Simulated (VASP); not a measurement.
PbS: single point with r2SCAN

The system is PbS.

```xyz
2
Lattice="0.0000 3.1132 3.1132 3.1132 0.0000 3.1132 3.1132 3.1132 0.0000" Properties=species:S:1:pos:R:3 pbc="T T T"
Pb    0.0000    0.0000    0.0000
S     3.1132    3.1132    3.1132
```

This cell differs from its parent crystal: strain +0.050 along x and y, +0.050 along z.

- Program: VASP 6.6.1
- Task: single point
- Functional: r2SCAN
- Potentials or basis: VASP PAW PBE potentials, release 64 (Pb_d, S)
- Cutoff: 550 eV
- k mesh: 8 × 8 × 8
- Occupations: gaussian, width 0.05 eV
- Spin: no spin polarisation
- Dipole correction: no
- Further INCAR settings: ALGO = Normal; EDIFF = 1e-06; NBANDS = 17

- Pressure: -5.5 GPa
- Band gap on the k mesh: 1.06 eV

Levels at points of the mesh, in eV from the valence-band top:
| k point | band 8 | band 9 | band 10 | band 11 | band 12 | band 13 |
| --- | --- | --- | --- | --- | --- | --- |
| (0.00, 0.00, 0.00) | -1.50 | -1.50 | -1.50 | 5.23 | 5.23 | 5.23 |
| (0.50, 0.00, 0.00) | -1.20 | -1.20 | 0.00 | 1.06 | 2.57 | 2.57 |
| (0.50, 0.50, 0.00) | -4.06 | -2.57 | -2.57 | 4.85 | 5.60 | 5.64 |

It took 100 s on 1 thread of AMD EPYC 9R45 96-Core Processor (Zen 5) (shared host), peak memory 0.2 GiB.

Caveat: the cell differs from its parent crystal (strain +0.050 along x and y, +0.050 along z); the cell stands under tension; the PAW data sets were made with another functional, which shifts forces and pressure a little; spin-orbit coupling is left out, which moves the levels of the heavy elements. A k mesh can miss the band edges.
